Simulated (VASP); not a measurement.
## MgO: single point with PBEsol

The system is MgO.

```
Mg O
1.0
     3.37228    0.00000    0.00000
    -1.68614    2.92048    0.00000
     0.00000    0.00000    4.81663
Mg O
2 2
Cartesian
  0.0000 1.9470 -0.2098
  1.6861 0.9735 2.1985
  0.0000 1.9470 1.9312
  1.6861 0.9735 4.3395
```

This cell differs from its parent crystal: c/a of the conventional cell at fixed volume 1.4283.

- Program: VASP 6.6.1
- Task: single point
- Functional: PBEsol
- Potentials or basis: VASP PAW PBE potentials, release 64 (Mg, O)
- Cutoff: 520 eV
- k mesh: 9 × 9 × 6
- Occupations: gaussian, width 0.05 eV
- Spin: no spin polarisation
- Dipole correction: no
- Further INCAR settings: ALGO = Normal; EDIFF = 1e-07; NBANDS = 16

```
Pressure               : -2.7 GPa
Largest force          : 0.324 eV/Å
Band gap on the k mesh : 2.95 eV, direct
```

Forces in eV/Å, atoms in the order of the input:
```
Mg   0.000  0.000  0.324
Mg   0.000  0.000  0.324
O    0.000  0.000 -0.324
O    0.000  0.000 -0.324
```

Stress tensor (GPa, compression positive):
```
 0.30  0.00  0.00
 0.00  0.30  0.00
 0.00  0.00 -8.80
```

Levels at points of the mesh, in eV from the valence-band top:
| k point | band 4 | band 5 | band 6 | band 7 | band 8 | band 9 | band 10 | band 11 | band 12 | band 13 |
| --- | --- | --- | --- | --- | --- | --- | --- | --- | --- | --- |
| (0.00, 0.00, 0.00) | -1.31 | -1.31 | -0.85 | -0.85 | 0.00 | 2.95 | 8.34 | 10.19 | 13.21 | 13.21 |
| (0.00, 0.00, 0.50) | -2.27 | -1.09 | -1.09 | -1.09 | -1.09 | 5.71 | 5.71 | 13.03 | 13.03 | 13.63 |

Wall time 34 s on 1 thread of Intel(R) Xeon(R) Platinum 8488C (Sapphire Rapids), with other jobs on the host, peak memory 0.18 GiB.

Caveat: the PAW data sets were made with another functional, which shifts forces and pressure a little.
